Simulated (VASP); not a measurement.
Set up this calculation in VASP 6.6.1, as the native input.

```yaml
Task: single point
Functional: PBE
Potentials_or_basis: VASP PAW PBE potentials, release 64 (B, Pt)
Cutoff: 520 eV
k_mesh: 6 × 6 × 8
Occupations: gaussian, width 0.1 eV
Spin: no spin polarisation
Dipole_correction: no
Further_INCAR_settings: ALGO = Normal; EDIFF = 1e-07; NBANDS = 22
```

The structure of B5Pt lies in POSCAR:

```
B5Pt
1.0
    5.6503097344      0.0000000000      0.0000000000
   -2.8251548672      4.8933117692      0.0000000000
    0.0000000000      0.0000000000      2.4050180087
B Pt
5 1
Direct
    0.3333333333      0.6666666667      0.5000000000
    0.6666666667      0.3333333333      0.5000000000
    0.5000000000      0.0000000000      0.5000000000
    0.0000000000      0.5000000000      0.5000000000
    0.5000000000      0.5000000000      0.5000000000
    0.0000000000      0.0000000000      0.0000000000
```

These files were run (other wordings do the same):

INCAR

```
SYSTEM = B5Pt
PREC     = Accurate       ! precision mode
ENCUT    = 520            ! plane-wave cutoff, eV
EDIFF    = 1E-7           ! SCF threshold, eV
ISMEAR   = 0              ! smearing method
SIGMA    = 0.1            ! smearing width, eV
LREAL    = .False.        ! projectors in reciprocal space
LASPH    = .True.         ! aspherical terms in the spheres
NELM     = 100            ! most SCF steps
ALGO     = Normal         ! electronic algorithm
ISIF     = 2              ! what is computed and relaxed
LWAVE    = .False.        ! write WAVECAR
LCHARG   = .False.        ! write CHGCAR
GGA      = PE             ! functional
NBANDS   = 22             ! bands
```

KPOINTS

```
Automatic mesh
0
Gamma
  6 6 8
  0 0 0
```

Potentials or basis: VASP PAW PBE potentials, release 64 (B, Pt).

Launch:

```console
$ cat potpaw_PBE.64/B/POTCAR potpaw_PBE.64/Pt/POTCAR > POTCAR
$ mpirun -np 1 vasp_std > vasp.out
```

Results of the run:

The pressure is -0.2 GPa.

Run time: 58 s on 1 thread of Intel Xeon 6975P-C (shared host), peak memory 0.2 GiB.
